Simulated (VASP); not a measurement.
# GaN (F-43m) in VASP: single point with r2SCAN+rVV10

Aim: the single point of GaN with r2SCAN+rVV10.

Program: VASP 6.6.1. These are calculated values, not measurements. Logs are shortened: lines on timing, memory, paths and dates and some standing lists are left out, and cuts for length are marked.

### 1 The cell of the first run

The structure is cubic, space group F-43m (No. 216). Conventional cell: a = 4.488 Å, b = 4.488 Å, c = 4.488 Å, α = 90.00°, β = 90.00°, γ = 90.00°. Ga (site symmetry -43m) has 4 N at 1.94 Å within 2.6 Å. N (site symmetry -43m) has 4 Ga at 1.94 Å within 2.6 Å.

### 2 Single point, r2SCAN+rVV10

File POSCAR:

```
GaN
1.0
    1.5868966310      0.9161951959      2.5913936004
   -1.5868966310      0.9161951959      2.5913936004
    0.0000000000     -1.8323903953      2.5913935992
Ga N
1 1
Direct
    1.0412164410      1.0412164410      1.0412164410
    0.2912165590      0.2912165590      0.2912165590
```

File INCAR.step1:

```
  PREC = Accurate
  ENCUT = 520
  ISMEAR = -1
  SIGMA = 0.03
  LREAL = F
  LASPH = T
  NELM = 80
  NBANDS = 16
  GGA = PE
  ALGO = Normal
  EDIFF = 1E-4
  LWAVE = T
  LCHARG = F
```

File INCAR.step2:

```
  PREC = Accurate
  ENCUT = 520
  EDIFF = 1E-6
  ISMEAR = -1
  SIGMA = 0.03
  LREAL = F
  LASPH = T
  NELM = 80
  ALGO = Normal
  ISIF = 2
  LWAVE = F
  LCHARG = F
  METAGGA = R2SCAN
  LMIXTAU = T
  LUSE_VDW = T
  IVDW_NL = 2
  BPARAM = 11.95
  CPARAM = 0.0093
  NBANDS = 16
  ISTART = 1
```

File KPOINTS:

```
Automatic mesh
0
Gamma
  10 10 10
```

Potentials or basis: VASP PAW PBE potentials, release 64 (Ga_d, N).

Launch:

```
> cat potpaw_PBE.64/Ga_d/POTCAR potpaw_PBE.64/N/POTCAR > POTCAR
> cp INCAR.step1 INCAR
> mpirun -np 1 vasp_std > vasp.out
> cp INCAR.step2 INCAR
> mpirun -np 1 vasp_std > vasp.out
```

OUTCAR:

```text
PREC = Accurate
   ENCUT = 520
   EDIFF = 1E-6
   ISMEAR = -1
   LREAL = F
   LASPH = T
   NELM = 80
   ISIF = 2
   METAGGA = R2SCAN
   IVDW_NL = 2
   BPARAM = 11.95
   ISTART = 1

 ion  position               nearest neighbor table
   1  0.041  0.041  0.041-   2 1.94   2 1.94   2 1.94   2 1.94
   2  0.291  0.291  0.291-   1 1.94   1 1.94   1 1.94   1 1.94

  LATTYP: Found a face centered cubic cell.
 ALAT       =     4.4884240768

  Lattice vectors:

 A1 = (   1.5868966310,   0.9161951959,   2.5913936004)
 A2 = (  -1.5868966310,   0.9161951959,   2.5913936004)
 A3 = (   0.0000000000,  -1.8323903953,   2.5913935992)

Analysis of symmetry for initial positions (statically):
=====================================================================
 Subroutine PRICEL returns:
 Original cell was already a primitive cell.

 Routine SETGRP: Setting up the symmetry group for a
 face centered cubic supercell.

 Subroutine GETGRP returns: Found 24 space group operations
 (whereof  6 operations were pure point group operations)
 out of a pool of 48 trial point group operations.

The static configuration has the point symmetry C_3v.
 The point group associated with its full space group is T_d .

Analysis of symmetry for dynamics (positions and initial velocities):
=====================================================================
 Subroutine PRICEL returns:
 Original cell was already a primitive cell.

 Routine SETGRP: Setting up the symmetry group for a
 face centered cubic supercell.

 Subroutine GETGRP returns: Found 24 space group operations
 (whereof  6 operations were pure point group operations)
 out of a pool of 48 trial point group operations.

The dynamic configuration has the point symmetry C_3v.
 The point group associated with its full space group is T_d .

 Subroutine INISYM returns: Found 24 space group operations
 (whereof  6 operations are pure point group operations),
 and found     1 'primitive' translations

----------------------------------------------------------------------------------------

                                     Primitive cell

  volume of cell :      22.6059

  direct lattice vectors                    reciprocal lattice vectors
     1.586896631  0.916195196  2.591393600     0.315080384  0.181911745  0.128630916
    -1.586896631  0.916195196  2.591393600    -0.315080384  0.181911745  0.128630916
     0.000000000 -1.832390395  2.591393599     0.000000000 -0.363823489  0.128630916

  length of vectors
     3.173795102  3.173795102  3.173795102     0.385893047  0.385893047  0.385893047

  position of ions in fractional coordinates (direct lattice)
     0.041216441  0.041216441  0.041216441
     0.291216559  0.291216559  0.291216559

  ion indices of the primitive-cell ions
   primitive index   ion index
                 1           1
                 2           2

----------------------------------------------------------------------------------------

 KPOINTS: Automatic mesh

Automatic generation of k-mesh.
 Grid dimensions read from file:
 generate k-points for:   10   10   10

 Generating k-lattice:

  Cartesian coordinates                     Fractional coordinates (reciprocal lattice)
     0.031508038  0.018191174  0.012863092     0.100000000  0.000000000  0.000000000
    -0.031508038  0.018191174  0.012863092     0.000000000  0.100000000  0.000000000
     0.000000000 -0.036382349  0.012863092    -0.000000000 -0.000000000  0.100000000

  Length of vectors
     0.038589305  0.038589305  0.038589305

  Shift w.r.t. Gamma in fractional coordinates (k-lattice)
     0.000000000  0.000000000  0.000000000

 Subroutine IBZKPT returns following result:
 ===========================================

 Found     47 irreducible k-points:

 Following reciprocal coordinates:
            Coordinates               Weight
  0.000000  0.000000  0.000000      1.000000
  0.100000 -0.000000  0.000000      8.000000
  0.200000 -0.000000  0.000000      8.000000
  0.300000  0.000000  0.000000      8.000000
  0.400000  0.000000  0.000000      8.000000
  0.500000  0.000000  0.000000      4.000000
[... 16 lines left out ...]
  0.300000  0.300000  0.000000      6.000000
  0.400000  0.300000 -0.000000     24.000000
 [... further k-points ...]
   k-points           NKPTS =     47   k-points in BZ     NKDIM =     47   number of bands    NBANDS=     16
   number of dos      NEDOS =    301   number of ions     NIONS =      2
   total plane-waves  NPLWV =  13824
   dimension x,y,z NGX =    24 NGY =   24 NGZ =   24
   dimension x,y,z NGXF=    48 NGYF=   48 NGZF=   48
   ions per type =               1   1
   NGX,Y,Z   is equivalent  to a cutoff of  12.57, 12.57, 12.57 a.u.
   NGXF,Y,Z  is equivalent  to a cutoff of  25.14, 25.14, 25.14 a.u.
 SYSTEM =  unknown system
   PREC   = accura    normal or accurate (medium, high low for compatibility)
   ISTART =      1    job   : 0-new  1-cont  2-samecut
   ICHARG =      0    charge: 1-file 2-atom 10-const
   ISPIN  =      1    spin polarized calculation?
   LNONCOLLINEAR =      F non collinear calculations
   LSORBIT =      F    spin-orbit coupling
   LASPH  =      T    aspherical Exc in radial PAW
   ENCUT  =  520.0 eV  38.22 Ry    6.18 a.u.   5.90  5.90  5.90*2*pi/ulx,y,z
   NELM   =     80;   NELMIN=  2; NELMDL=  0     # of ELM steps
   EDIFF  = 0.1E-05   stopping-criterion for ELM
   LREAL  =      F    real-space projection
   EDIFFG = 0.1E-04   stopping-criterion for IOM
   NSW    =      0    number of steps for IOM
   IBRION =     -1    ionic relax: 0-MD 1-quasi-New 2-CG
   NFREE  =      0    steps in history (QN), initial steepest desc. (CG)
   ISIF   =      2    stress and relaxation
   ISYM   =      2    0-nonsym 1-usesym 2-fastsym
   POTIM  = 0.5000    time-step for ionic-motion
   TEBEG  =    0.0;   TEEND  =   0.0 temperature during run
   PSTRESS=    0.0 pullay stress
   NELECT =      18.0000    total number of electrons
   NUPDOWN=      -1.0000    fix difference up-down
   EMIN   =  10.00;   EMAX   =-10.00  energy-range for DOS
   EFERMI =   0.00;   METHOD = LEGACY
   ISMEAR =    -1;   SIGMA  =   0.03  broadening in eV -4-tet -1-fermi 0-gaus
   EFERMI_NEDOS =   21; number of points for ismear=-14 and -15
   IALGO  =     38    algorithm
   IMIX   =      4    mixing-type and parameters
     AMIX     =   0.40;   BMIX     =  1.00
     AMIX_MAG =   1.60;   BMIX_MAG =  1.00
  volume/ion in A,a.u.               =      11.30        76.28
  Fermi-wavevector in a.u.,A,eV,Ry     =   1.517371  2.867416 31.326273  2.302416
  Thomas-Fermi vector in A             =   2.626636
   LORBIT       =      0    0 simple, 1 ext, 2 COOP (PROOUT), +10 PAW based schemes
   METAGGA = R2SCAN    functional components
   LHFCALC =     F    Hartree Fock is set to
   AEXX    =    0.0000 exact exchange contribution
   IVDW_NL    =     2    kernel type
   BPARAM     =11.9500
   IVDW    =     0    specifies the selected vdW correction
   LEPSILON=     F    determine dielectric tensor
   LRPA    =     F    only Hartree local field effects (RPA)
 non-spin polarized calculation
  energy-cutoff  :      520.00
  volume of cell :       22.61
 maximum number of plane-waves:       620
   NGX = 11   NGY = 11   NGZ = 11

 number of electron      18.0000012 magnetization

 Free energy of the ion-electron system (eV)
  ---------------------------------------------------
  ext. energy  EPLUGINS =         0.00000000
  ---------------------------------------------------
  free energy    TOTEN  =       -21.40106419 eV

  energy without entropy =      -21.40106419  energy(sigma->0) =      -21.40106419

 E-fermi :   5.7331     XC(G=0): -12.7589

 val. band max:        5.1363988795   @ k =   0.0000   0.0000   0.0000
 cond. band min:       7.3047181120   @ k =   0.0000   0.0000   0.0000
 fundamental gap:      2.1683192325
 Fermi energy:         5.7330871815

 k-point     1 :       0.0000    0.0000    0.0000
  band No.  band energies     occupation
      1     -11.7097      2.00000
      2      -8.6812      2.00000
      3      -8.6812      2.00000
      4      -8.6811      2.00000
      5      -8.3157      2.00000
      6      -8.3157      2.00000
[... 8 lines left out ...]
     15      24.9046      0.00000
     16      24.9046      0.00000

 k-point     2 :       0.1000   -0.0000    0.0000
  band No.  band energies     occupation
      1     -11.5956      2.00000
      2      -8.6664      2.00000
      3      -8.6663      2.00000
      4      -8.6421      2.00000
      5      -8.3170      2.00000
      6      -8.3170      2.00000
[... 8 lines left out ...]
     15      23.4910      0.00000
     16      23.5828      0.00000

 k-point     3 :       0.2000   -0.0000    0.0000
  band No.  band energies     occupation
      1     -11.3019      2.00000
      2      -8.6317      2.00000
      3      -8.6316      2.00000
      4      -8.4839      2.00000
      5      -8.3158      2.00000
      6      -8.3158      2.00000
[... 8 lines left out ...]
     15      22.7010      0.00000
     16      22.7011      0.00000

 k-point     4 :       0.3000    0.0000    0.0000
  band No.  band energies     occupation
      1     -10.9692      2.00000
      2      -8.5995      2.00000
      3      -8.5994      2.00000
      4      -8.3025      2.00000
      5      -8.3024      2.00000
      6      -8.1103      2.00000
[... 8 lines left out ...]
     15      23.2723      0.00000
     16      23.2724      0.00000

 k-point     5 :       0.4000    0.0000    0.0000
  band No.  band energies     occupation
      1     -10.7469      2.00000
      2      -8.5840      2.00000
      3      -8.5839      2.00000
      4      -8.2801      2.00000
      5      -8.2800      2.00000
      6      -7.5370      2.00000
[... 8 lines left out ...]
     15      24.8368      0.00000
     16      24.8370      0.00000

 k-point     6 :       0.5000    0.0000    0.0000
  band No.  band energies     occupation
      1     -10.6765      2.00000
      2      -8.5805      2.00000
      3      -8.5805      2.00000
      4      -8.2688      2.00000
      5      -8.2687      2.00000
      6      -7.1954      2.00000
[... 8 lines left out ...]
     15      25.9889      0.00000
     16      25.9891      0.00000

 k-point     7 :       0.1000    0.1000    0.0000
  band No.  band energies     occupation
      1     -11.5580      2.00000
      2      -8.6533      2.00000
      3      -8.6531      2.00000
      4      -8.6460      2.00000
      5      -8.3266      2.00000
      6      -8.3079      2.00000
[... 8 lines left out ...]
     15      25.2799      0.00000
     16      25.6314      0.00000

 k-point     8 :       0.2000    0.1000    0.0000
  band No.  band energies     occupation
      1     -11.3252      2.00000
      2      -8.6311      2.00000
      3      -8.6174      2.00000
      4      -8.5354      2.00000
      5      -8.3273      2.00000
      6      -8.3001      2.00000
[... 8 lines left out ...]
     15      24.6701      0.00000
     16      24.7160      0.00000

 k-point     9 :       0.3000    0.1000    0.0000
  band No.  band energies     occupation
      1     -11.0087      2.00000
      2      -8.6019      2.00000
      3      -8.5811      2.00000
      4      -8.3743      2.00000
      5      -8.2875      2.00000
      6      -8.1750      2.00000
[... 8 lines left out ...]
     15      23.7973      0.00000
     16      24.7365      0.00000
[... 172 lines left out ...]
 k-point    19 :       0.5000    0.2000    0.0000
  band No.  band energies     occupation
      1     -10.5899      2.00000
      2      -8.5603      2.00000
      3      -8.4980      2.00000
      4      -8.3632      2.00000
      5      -8.2637      2.00000
      6      -7.0967      2.00000
[... 8 lines left out ...]
     15      26.4337      0.00000
     16      26.9420      0.00000

 k-point    20 :      -0.4000    0.2000    0.0000
  band No.  band energies     occupation
      1     -10.5787      2.00000
      2      -8.5651      2.00000
      3      -8.5049      2.00000
      4      -8.3300      2.00000
      5      -8.2891      2.00000
      6      -6.9751      2.00000
[... 8 lines left out ...]
     15      24.7982      0.00000
     16      26.4432      0.00000

 k-point    21 :      -0.3000    0.2000   -0.0000
  band No.  band energies     occupation
      1     -10.6693      2.00000
      2      -8.5681      2.00000
      3      -8.5266      2.00000
      4      -8.3232      2.00000
      5      -8.3219      2.00000
      6      -7.4127      2.00000
[... 8 lines left out ...]
     15      23.5219      0.00000
     16      26.8230      0.00000

 k-point    22 :      -0.2000    0.2000    0.0000
  band No.  band energies     occupation
      1     -10.8659      2.00000
      2      -8.5786      2.00000
      3      -8.5679      2.00000
      4      -8.3387      2.00000
      5      -8.3352      2.00000
      6      -7.9375      2.00000
[... 8 lines left out ...]
     15      23.5529      0.00000
     16      26.8041      0.00000

 k-point    23 :       0.3000    0.3000    0.0000
  band No.  band energies     occupation
      1     -10.7648      2.00000
      2      -8.5066      2.00000
      3      -8.4751      2.00000
      4      -8.4750      2.00000
      5      -8.2619      2.00000
      6      -7.9342      2.00000
[... 8 lines left out ...]
     15      28.0611      0.00000
     16      28.8236      0.00000

 k-point    24 :       0.4000    0.3000   -0.0000
  band No.  band energies     occupation
      1     -10.6115      2.00000
      2      -8.5252      2.00000
      3      -8.4363      2.00000
      4      -8.4335      2.00000
      5      -8.2516      2.00000
      6      -7.5139      2.00000
[... 8 lines left out ...]
     15      28.5607      0.00000
     16      28.6671      0.00000

 [... further k-points ...]
[... 5 lines left out ...]
  --------------------------------------------------------------------------------------
  -------------------------------------------------------------------------------------
  Total        0.1717534      0.1717534      0.1717537      0.0000000     -0.0000000     -0.0000000
  in kB       12.1729188     12.1729188     12.1729399      0.0000000     -0.0000000     -0.0000000
  external PRESSURE =      12.1729258 kB  Pullay stress =       0.0000000 kB

 VOLUME and BASIS-vectors are now :
 -----------------------------------------------------------------------------
  energy-cutoff  :      520.00
  volume of cell :       22.61
      direct lattice vectors                 reciprocal lattice vectors
     1.586896631  0.916195196  2.591393600     0.315080384  0.181911745  0.128630916
    -1.586896631  0.916195196  2.591393600    -0.315080384  0.181911745  0.128630916
     0.000000000 -1.832390395  2.591393599     0.000000000 -0.363823489  0.128630916

 POSITION                                       TOTAL-FORCE (eV/Angst)
 -----------------------------------------------------------------------------------
      0.00000     -0.00000      0.32042         0.000000      0.000000      0.000000
      0.00000     -0.00000      2.26397        -0.000000     -0.000000     -0.000000
 -----------------------------------------------------------------------------------
    total drift:                               -0.000000      0.000000     -0.000851

  FREE ENERGIE OF THE ION-ELECTRON SYSTEM (eV)
  ---------------------------------------------------
  free  energy   TOTEN  =       -21.4010641860 eV

  energy  without entropy=      -21.4010641859  energy(sigma->0) =      -21.40106419
```

Wall time 62 s (1 thread of Intel Xeon 6975P-C (Granite Rapids), shared host); peak memory 0.21 GiB.

Results:

* Free energy: -21.4011 eV
* Pressure: 1.2 GPa
* Band gap on the k mesh: 2.17 eV, direct

Caveat: the PAW data sets were made with another functional, which shifts forces and pressure a little. r2SCAN opens gaps a little over a GGA but as a rule still falls short of measured ones.
